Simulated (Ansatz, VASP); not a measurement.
# HfN: VASP beside Ansatz

```
Hf N
1.0
     3.14430    0.00000    0.00000
    -1.57215    2.72304    0.00000
     0.00000    0.00000    5.42524
Hf N
2 2
Direct
  0.66667 0.33333 0.75000
  0.33333 0.66667 0.25000
  0.00000 0.00000 0.00000
  0.00000 0.00000 0.50000
```

Alike in both runs: functional r2SCAN; k mesh 18 × 18 × 8; occupations gaussian, width 0.1 eV; no spin polarisation.

Ansatz relaxed the structure, and its values are those at the end. VASP's run is a single point on that final structure, the one shown.

|  | VASP | Ansatz |
| --- | --- | --- |
| version | VASP 6.6.1 | Ansatz 0.2.0 |
| potentials or method | VASP PAW PBE potentials, release 64 (Hf_pv, N), cutoff 520 eV | scalar-relativistic, plane waves, PAW |
| valence electrons in the cell | 30 | 62 |

Ansatz gave:

- gap on the k mesh at the Fermi level (eV): none
- pressure (GPa): 0.0

Problem. Which values does VASP return?

Solution. gap on the k mesh at the Fermi level (eV): none; pressure (GPa): -2.6.

VASP's potentials were made for PBE, not for r2SCAN. A gap of «none» marks a metal or a gap that the smearing closes. VASP's potentials hold 30 valence electrons a cell and Ansatz's 62, so a difference there can come from the potentials and not from the codes.

Neither program's run includes spin-orbit coupling.
